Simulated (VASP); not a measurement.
# Tl2Te2O (P-3m1) in VASP: further runs

Tl2Te2O is run at these levels: PBE+D3(BJ); tasks: single point, relaxation of cell and atoms.

Program: VASP 6.6.1. These are calculated values, not measurements. Logs are shortened: lines on timing, memory, paths and dates and some standing lists are left out, and cuts for length are marked.

## (1) The cell of the first run

Symmetry: P-3m1, No. 164, trigonal system. Conventional cell: a = 3.759 Å, b = 3.759 Å, c = 10.113 Å, α = 90.00°, β = 90.00°, γ = 120.00°. Tl (site symmetry 3m) has 3 O at 2.59 Å and 3 Te at 3.37 Å within 3.4 Å. Te (site symmetry 3m) has 9 Te at 3.05 to 3.76 Å and 3 Tl at 3.37 Å within 4.0 Å. Within 3.4 Å of O (site symmetry -3m) lie 6 Tl at 2.59 Å.

## (2) Single point, PBE+D3(BJ)

INCAR reads:

```
PREC = Accurate
ENCUT = 520
EDIFF = 1E-7
ISMEAR = 0
SIGMA = 0.1
LREAL = F
LASPH = T
NELM = 100
ALGO = Fast
ISIF = 2
LWAVE = F
LCHARG = F
GGA = PE
IVDW = 12
NBANDS = 30
```

KPOINTS reads:

```
regular mesh
0
Gamma
  6 6 2
```

POSCAR reads:

```
Tl2Te2O
1.0
    3.7592837057      0.0000000000      0.0000000000
   -1.8796418528      3.2556351891      0.0000000000
    0.0000000000      0.0000000000     10.1129716835
Tl Te O
2 2 1
Direct
    0.6666666667      0.3333333333      0.1394410231
    0.3333333333      0.6666666667      0.8605589769
    0.3333333333      0.6666666667      0.3940814306
    0.6666666667      0.3333333333      0.6059185694
    0.0000000000      0.0000000000      0.0000000000
```

Potentials or basis: VASP PAW PBE potentials, release 64 (Tl_d, Te, O).

Command:

```
$ cat potpaw_PBE.64/Tl_d/POTCAR potpaw_PBE.64/Te/POTCAR potpaw_PBE.64/O/POTCAR > POTCAR
$ mpirun -np 1 vasp_std > vasp.out
```

OUTCAR:

```text
PREC = Accurate
   ENCUT = 520
   EDIFF = 1E-7
   ISMEAR = 0
   LREAL = F
   LASPH = T
   NELM = 100
   ISIF = 2
   GGA = PE
   IVDW = 12
 IVDW          = 12

 ion  position               nearest neighbor table
   1  0.667  0.333  0.139-   5 2.59   5 2.59   5 2.59   3 3.37   3 3.37   3 3.37   2 3.56   2 3.56
                             2 3.56
   2  0.333  0.667  0.861-   5 2.59   5 2.59   5 2.59   4 3.37   4 3.37   4 3.37   1 3.56   1 3.56
                             1 3.56
   3  0.333  0.667  0.394-   4 3.05   4 3.05   4 3.05   1 3.37   1 3.37   1 3.37
   4  0.667  0.333  0.606-   3 3.05   3 3.05   3 3.05   2 3.37   2 3.37   2 3.37
   5  0.000  0.000  0.000-   1 2.59   2 2.59   2 2.59   1 2.59   1 2.59   2 2.59

  LATTYP: Found a hexagonal cell.
 ALAT       =     3.7592837057
 C/A-ratio  =     2.6901326091

  Lattice vectors:

 A1 = (   3.7592837057,   0.0000000000,   0.0000000000)
 A2 = (  -1.8796418528,   3.2556351891,   0.0000000000)
 A3 = (   0.0000000000,   0.0000000000,  10.1129716835)

Analysis of symmetry for initial positions (statically):
=====================================================================
 Subroutine PRICEL returns:
 Original cell was already a primitive cell.

 Routine SETGRP: Setting up the symmetry group for a
 hexagonal supercell.

 Subroutine GETGRP returns: Found 12 space group operations
 (whereof 12 operations were pure point group operations)
 out of a pool of 24 trial point group operations.

The static configuration has the point symmetry D_3d.

Analysis of symmetry for dynamics (positions and initial velocities):
=====================================================================
 Subroutine PRICEL returns:
 Original cell was already a primitive cell.

 Routine SETGRP: Setting up the symmetry group for a
 hexagonal supercell.

 Subroutine GETGRP returns: Found 12 space group operations
 (whereof 12 operations were pure point group operations)
 out of a pool of 24 trial point group operations.

The dynamic configuration has the point symmetry D_3d.

 Subroutine INISYM returns: Found 12 space group operations
 (whereof 12 operations are pure point group operations),
 and found     1 'primitive' translations

----------------------------------------------------------------------------------------

                                     Primitive cell

  volume of cell :     123.7712

  direct lattice vectors                    reciprocal lattice vectors
     3.759283706  0.000000000  0.000000000     0.266008122  0.153579861  0.000000000
    -1.879641853  3.255635189  0.000000000     0.000000000  0.307159722  0.000000000
     0.000000000  0.000000000 10.112971683     0.000000000  0.000000000  0.098882903

  length of vectors
     3.759283706  3.759283706 10.112971683     0.307159722  0.307159722  0.098882903

  position of ions in fractional coordinates (direct lattice)
     0.666666667  0.333333333  0.139441023
     0.333333333  0.666666667  0.860558977
     0.333333333  0.666666667  0.394081431
     0.666666667  0.333333333  0.605918569
     0.000000000  0.000000000  0.000000000

  ion indices of the primitive-cell ions
   primitive index   ion index
                 1           1
                 2           2
                 3           3
                 4           4
                 5           5

----------------------------------------------------------------------------------------

 KPOINTS: regular mesh

Automatic generation of k-mesh.
 Grid dimensions read from file:
 generate k-points for:    6    6    2

 Generating k-lattice:

  Cartesian coordinates                     Fractional coordinates (reciprocal lattice)
     0.044334687  0.025596644  0.000000000     0.166666667 -0.000000000  0.000000000
     0.000000000  0.051193287  0.000000000     0.000000000  0.166666667  0.000000000
     0.000000000  0.000000000  0.049441452     0.000000000  0.000000000  0.500000000

  Length of vectors
     0.051193287  0.051193287  0.049441452

  Shift w.r.t. Gamma in fractional coordinates (k-lattice)
     0.000000000  0.000000000  0.000000000

 Subroutine IBZKPT returns following result:
 ===========================================

 Found     14 irreducible k-points:

 Following reciprocal coordinates:
            Coordinates               Weight
  0.000000  0.000000  0.000000      1.000000
  0.166667 -0.000000  0.000000      6.000000
  0.333333  0.000000  0.000000      6.000000
  0.500000  0.000000  0.000000      3.000000
  0.166667  0.166667  0.000000      6.000000
  0.333333  0.166667  0.000000     12.000000
  0.333333  0.333333  0.000000      2.000000
  0.000000  0.000000  0.500000      1.000000
  0.166667 -0.000000  0.500000      6.000000
  0.333333  0.000000  0.500000      6.000000
  0.500000  0.000000  0.500000      3.000000
  0.166667  0.166667  0.500000      6.000000
  0.333333  0.166667  0.500000     12.000000
  0.333333  0.333333  0.500000      2.000000
   k-points           NKPTS =     14   k-points in BZ     NKDIM =     14   number of bands    NBANDS=     30
   number of dos      NEDOS =    301   number of ions     NIONS =      5
   total plane-waves  NPLWV =  62720
   dimension x,y,z NGX =    28 NGY =   28 NGZ =   80
   dimension x,y,z NGXF=    56 NGYF=   56 NGZF=  160
   ions per type =               2   2   1
   NGX,Y,Z   is equivalent  to a cutoff of  12.38, 12.38, 13.15 a.u.
   NGXF,Y,Z  is equivalent  to a cutoff of  24.76, 24.76, 26.30 a.u.
 SYSTEM =  unknown system
   PREC   = accura    normal or accurate (medium, high low for compatibility)
   ISTART =      0    job   : 0-new  1-cont  2-samecut
   ICHARG =      2    charge: 1-file 2-atom 10-const
   ISPIN  =      1    spin polarized calculation?
   LNONCOLLINEAR =      F non collinear calculations
   LSORBIT =      F    spin-orbit coupling
   LASPH  =      T    aspherical Exc in radial PAW
   ENCUT  =  520.0 eV  38.22 Ry    6.18 a.u.   6.99  6.99 18.80*2*pi/ulx,y,z
   NELM   =    100;   NELMIN=  2; NELMDL= -5     # of ELM steps
   EDIFF  = 0.1E-06   stopping-criterion for ELM
   LREAL  =      F    real-space projection
   EDIFFG = 0.1E-05   stopping-criterion for IOM
   NSW    =      0    number of steps for IOM
   IBRION =     -1    ionic relax: 0-MD 1-quasi-New 2-CG
   NFREE  =      0    steps in history (QN), initial steepest desc. (CG)
   ISIF   =      2    stress and relaxation
   ISYM   =      2    0-nonsym 1-usesym 2-fastsym
   POTIM  = 0.5000    time-step for ionic-motion
   TEBEG  =    0.0;   TEEND  =   0.0 temperature during run
   PSTRESS=    0.0 pullay stress
   NELECT =      44.0000    total number of electrons
   NUPDOWN=      -1.0000    fix difference up-down
   EMIN   =  10.00;   EMAX   =-10.00  energy-range for DOS
   EFERMI =   0.00;   METHOD = LEGACY
   ISMEAR =     0;   SIGMA  =   0.10  broadening in eV -4-tet -1-fermi 0-gaus
   EFERMI_NEDOS =   21; number of points for ismear=-14 and -15
   IALGO  =     68    algorithm
   IMIX   =      4    mixing-type and parameters
     AMIX     =   0.40;   BMIX     =  1.00
     AMIX_MAG =   1.60;   BMIX_MAG =  1.00
  volume/ion in A,a.u.               =      24.75       167.05
  Fermi-wavevector in a.u.,A,eV,Ry     =   1.159718  2.191550 18.299109  1.344947
  Thomas-Fermi vector in A             =   2.296308
   LORBIT       =      0    0 simple, 1 ext, 2 COOP (PROOUT), +10 PAW based schemes
   GGA     = PE    functional components
   LHFCALC =     F    Hartree Fock is set to
   AEXX    =    0.0000 exact exchange contribution
   IVDW    =    12    specifies the selected vdW correction
   LEPSILON=     F    determine dielectric tensor
   LRPA    =     F    only Hartree local field effects (RPA)
 non-spin polarized calculation
 RMM-DIIS sequential band-by-band and
 Gauss-broadening in eV      SIGMA  =   0.10
  energy-cutoff  :      520.00
  volume of cell :      123.77
 maximum number of plane-waves:      3354
 NGX is ok and might be reduce to    28
   NGX = 13   NGY = 13   NGZ = 37

 number of electron      44.0000006 magnetization

 Free energy of the ion-electron system (eV)
  ---------------------------------------------------
  ext. energy  EPLUGINS =         0.00000000
  ---------------------------------------------------
  free energy    TOTEN  =       -16.38585671 eV

  energy without entropy =      -16.36057952  energy(sigma->0) =      -16.37321812

 E-fermi :   6.6230     XC(G=0): -10.0570

 val. band max:        6.6059703384   @ k =   0.3333   0.1667   0.0000
 cond. band min:       6.6376728686   @ k =   0.0000   0.0000   0.5000
 fundamental gap:      0.0317025302
 Fermi energy:         6.6229721074

 k-point     1 :       0.0000    0.0000    0.0000
  band No.  band energies     occupation
      1     -10.8227      2.00000
      2      -7.0963      2.00000
      3      -4.5393      2.00000
      4      -4.4322      2.00000
      5      -4.4322      2.00000
      6      -4.3579      2.00000
[... 22 lines left out ...]
     29      13.5004      0.00000
     30      13.5062      0.00000

 k-point     2 :       0.1667   -0.0000    0.0000
  band No.  band energies     occupation
      1     -10.7801      2.00000
      2      -6.7837      2.00000
      3      -4.5437      2.00000
      4      -4.4253      2.00000
      5      -4.3915      2.00000
      6      -4.3675      2.00000
[... 22 lines left out ...]
     29      12.9789      0.00000
     30      13.6057      0.00000

 k-point     3 :       0.3333    0.0000    0.0000
  band No.  band energies     occupation
      1     -10.6969      2.00000
      2      -5.9335      2.00000
      3      -4.5680      2.00000
      4      -4.4497      2.00000
      5      -4.4172      2.00000
      6      -4.4032      2.00000
[... 22 lines left out ...]
     29      12.5896      0.00000
     30      12.6235      0.00000

 k-point     4 :       0.5000    0.0000    0.0000
  band No.  band energies     occupation
      1     -10.6562      2.00000
      2      -5.1960      2.00000
      3      -4.5462      2.00000
      4      -4.4447      2.00000
      5      -4.4238      2.00000
      6      -4.4170      2.00000
[... 22 lines left out ...]
     29      12.0349      0.00000
     30      12.4595      0.00000

 k-point     5 :       0.1667    0.1667    0.0000
  band No.  band energies     occupation
      1     -10.7176      2.00000
      2      -6.1952      2.00000
      3      -4.5873      2.00000
      4      -4.3965      2.00000
      5      -4.3819      2.00000
      6      -4.3528      2.00000
[... 22 lines left out ...]
     29      12.3694      0.00000
     30      12.7439      0.00000
[... 196 lines left out ...]
     29      12.0912      0.00000
     30      12.1704      0.00000

 k-point    12 :       0.1667    0.1667    0.5000
  band No.  band energies     occupation
      1     -10.7176      2.00000
      2      -6.1943      2.00000
      3      -4.4679      2.00000
      4      -4.4327      2.00000
      5      -4.3727      2.00000
      6      -4.3579      2.00000
[... 22 lines left out ...]
     29      12.2013      0.00000
     30      12.7162      0.00000

 k-point    13 :       0.3333    0.1667    0.5000
  band No.  band energies     occupation
      1     -10.6565      2.00000
      2      -5.2771      2.00000
      3      -4.5214      2.00000
      4      -4.4416      2.00000
      5      -4.3955      2.00000
      6      -4.3785      2.00000
[... 22 lines left out ...]
     29      11.7783      0.00000
     30      11.9764      0.00000

 k-point    14 :       0.3333    0.3333    0.5000
  band No.  band energies     occupation
      1     -10.6368      2.00000
      2      -4.7298      2.00000
      3      -4.7298      2.00000
      4      -4.3533      2.00000
      5      -4.3533      2.00000
      6      -4.3507      2.00000
[... 22 lines left out ...]
     29      12.0628      0.00000
     30      12.0628      0.00000

------------------------ aborting loop because EDIFF is reached ----------------------------------------

 Edisp (eV)   -1.76423

 E8    (eV) :    -0.8364

  FORCE on cell =-STRESS in cart. coord.  units (eV):
  Direction    XX          YY          ZZ          XY          YZ          ZX
  --------------------------------------------------------------------------------------
  -------------------------------------------------------------------------------------
  Total      -0.14821    -0.14821    -0.06032    -0.00000    -0.00000    -0.00000
  in kB      -1.91855    -1.91855    -0.78084    -0.00000    -0.00000    -0.00000
  external pressure =       -1.54 kB  Pullay stress =        0.00 kB

 VOLUME and BASIS-vectors are now :
 -----------------------------------------------------------------------------
  energy-cutoff  :      520.00
  volume of cell :      123.77
      direct lattice vectors                 reciprocal lattice vectors
     3.759283706  0.000000000  0.000000000     0.266008122  0.153579861  0.000000000
    -1.879641853  3.255635189  0.000000000     0.000000000  0.307159722  0.000000000
     0.000000000  0.000000000 10.112971683     0.000000000  0.000000000  0.098882903

 POSITION                                       TOTAL-FORCE (eV/Angst)
 -----------------------------------------------------------------------------------
      1.87964      1.08521      1.41016         0.000000      0.000000     -0.003434
     -0.00000      2.17042      8.70281        -0.000000      0.000000      0.003434
     -0.00000      2.17042      3.98533         0.000000     -0.000000     -0.022359
      1.87964      1.08521      6.12764        -0.000000      0.000000      0.022359
      0.00000      0.00000      0.00000        -0.000000      0.000000      0.000000
 -----------------------------------------------------------------------------------
    total drift:                                0.000000     -0.000000     -0.000000

  FREE ENERGIE OF THE ION-ELECTRON SYSTEM (eV)
  ---------------------------------------------------
  free  energy   TOTEN  =       -18.1500819754 eV

  energy  without entropy=      -18.1248047829  energy(sigma->0) =      -18.13744338
```

Wall time 48 s (1 thread of Oxide Virtual Turin-like, shared host); peak memory 0.23 GiB.

What came out:

```
Free energy                : -18.1501 eV
Pressure                   : -0.2 GPa
Largest force              : 0.022 eV/Å
Band gap on the k mesh     : zero (bands 22 and 23 overlap by 1.61 eV)
Dispersion energy per atom : -0.353 eV
```

Forces on the atoms (eV/Å):
```
Tl   0.000  0.000 -0.003
Tl   0.000  0.000  0.003
Te   0.000  0.000 -0.022
Te   0.000  0.000  0.022
O    0.000  0.000  0.000
```

Caveat: spin-orbit coupling is left out, which moves the levels of the heavy elements.

[end of part 1 of 3]

The gap in the log of VASP goes by the Fermi energy; the results here count the filled bands.